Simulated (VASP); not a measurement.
The system is LiCl.

```
CELL_PARAMETERS angstrom
-1.75895 1.75895 5.30985
1.75895 -1.75895 5.30985
1.75895 1.75895 -5.30985
ATOMIC_POSITIONS crystal
Li 0.88452 0.88452 0.00000
Li 0.11548 0.11548 0.00000
Cl 0.68815 0.68815 0.00000
Cl 0.31185 0.31185 0.00000
```

| Quantity | Value |
| --- | --- |
| Program | VASP 6.6.1 |
| Task | relaxation of cell and atoms |
| Functional | PBEsol |
| Potentials or basis | VASP PAW PBE potentials, release 64 (Li_sv, Cl) |
| Cutoff | 600 eV |
| k mesh | 8 × 8 × 8 |
| Occupations | fermi-dirac, width 0.03 eV |
| Spin | no spin polarisation |

At the start: pressure 10.3 GPa; volume 16.43 Å³/atom.

Where does the relaxation end?

Over 27 steps the energy falls by 703.0 meV/atom and the volume is 19.89 Å³/atom (+21.0 %); space group I4/mmm (No. 139, to 0.1 Å) before and after.

Step by step:
```tsv
step	energy change (eV)	largest force (eV/Å)	pressure (GPa)	volume (Å³)
1	0.0000	4.3950	10.31	65.71
2	-1.5960	1.5232	-1.02	76.24
3	-1.8004	1.2697	-2.80	80.41
4	-1.9128	1.0386	-4.54	89.18
5	-2.3467	0.7176	-2.97	82.38
6	-2.5505	0.4521	-0.22	76.00
7	-2.5582	0.3879	0.90	74.19
8	-2.5588	0.3980	0.70	74.48
9	-2.5889	0.3726	0.25	75.39
10	-2.6512	0.2955	-0.98	78.15
11	-2.6559	0.4899	-2.83	83.85
12	-2.6732	0.3542	-2.04	81.05
13	-2.6911	0.3613	-1.93	80.64
14	-2.7383	0.3681	-1.56	79.44
15	-2.7826	0.2667	-0.40	77.06
16	-2.7828	0.2856	-0.53	77.27
17	-2.7828	0.2791	-0.48	77.19
18	-2.7912	0.2293	-0.23	76.73
19	-2.8013	0.0909	0.54	75.43
20	-2.8051	0.0693	0.31	76.20
21	-2.8074	0.0454	-0.04	77.46
22	-2.8084	0.0442	0.02	77.55
23	-2.8098	0.0424	0.21	77.84
24	-2.8107	0.0408	0.07	78.40
25	-2.8112	0.0369	-0.14	79.34
26	-2.8117	0.0210	-0.09	79.45
27	-2.8119	0.0079	-0.04	79.54
```

Final structure:
```
CELL_PARAMETERS angstrom
-1.73713 1.73713 6.58994
1.73713 -1.73713 6.58994
1.73713 1.73713 -6.58994
ATOMIC_POSITIONS crystal
Li 0.83196 0.83196 0.00000
Li 0.16804 0.16804 0.00000
Cl 0.64759 0.64759 0.00000
Cl 0.35241 0.35241 0.00000
```

Caveat: the cutoff is under 1.25 times the usual one of these potentials, so pressure, stress and relaxed cells hold a basis-set (Pulay) error; the volume moved by over 15 % at a fixed basis, so the end points are rough; the PAW data sets were made with another functional, which shifts forces and pressure a little.
